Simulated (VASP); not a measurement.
CuI (Marshite):

```
Cu I
1.0
     4.02290    0.00000    0.00000
     0.00000    4.02290    0.00000
     0.00000    0.00000    5.65060
Cu I
2 2
Cartesian
  0.0000 0.0000 0.0000
  2.0114 2.0114 0.0000
  0.0000 2.0114 1.6460
  2.0114 0.0000 4.0046
```

- Program: VASP 6.6.1
- Task: relaxation of cell and atoms
- Functional: PBEsol
- Potentials or basis: VASP PAW PBE potentials, release 64 (Cu, I)
- Cutoff: 600 eV
- k mesh: 6 × 6 × 4
- Occupations: gaussian, width 0.01 eV
- Spin: no spin polarisation

At the start: pressure 2.8 GPa; volume 22.86 Å³/atom.

Q: Where does the relaxation end?

A: Over 18 steps the energy falls by 30.3 meV/atom and the volume is 26.05 Å³/atom (+13.9 %); space group P4/nmm (No. 129, to 0.05 Å).

The path:
```
step  energy change (eV)  largest force (eV/Å)  pressure (GPa)  volume (Å³)
   1              0.0000                0.0679            2.83        91.45
   2             -0.0384                0.5073           -0.63        96.90
   3             -0.0398                0.4419           -0.29        96.00
   4             -0.0594                0.3405           -0.16        96.84
   5             -0.0962                0.0550            0.15        99.33
   6             -0.0879                0.4803            1.33       104.31
   7             -0.1031                0.2337            0.67       101.78
   8             -0.1126                0.0286           -0.37       104.87
   9             -0.1126                0.0218           -0.31       104.98
  10             -0.1171                0.0311           -0.25       104.65
  11             -0.1208                0.0463            0.07       104.12
  12             -0.1211                0.0527            0.24       103.92
  13             -0.1204                0.0711           -0.18       104.69
  14             -0.1214                0.0155            0.01       104.15
  15             -0.1214                0.0100            0.04       104.18
  16             -0.1211                0.0310           -0.12       104.44
  17             -0.1214                0.0043           -0.05       104.22
  18             -0.1214                0.0077           -0.03       104.19
```

Final structure:
```
Cu I
1.0
     4.01470    0.00000    0.00000
     0.00000    4.01470    0.00000
     0.00000    0.00000    6.46452
Cu I
2 2
Direct
  0.00000 0.00000 0.00000
  0.50000 0.50000 0.00000
  0.00000 0.50000 0.26140
  0.50000 0.00000 0.73860
```

Caveat: the PAW data sets were made with another functional, which shifts forces and pressure a little; this functional lacks dispersion, which binds the layers, so the pressure and a relaxed spacing across them are unreliable; the volume moved by +14 % from the deposited cell, more than functionals usually miss.
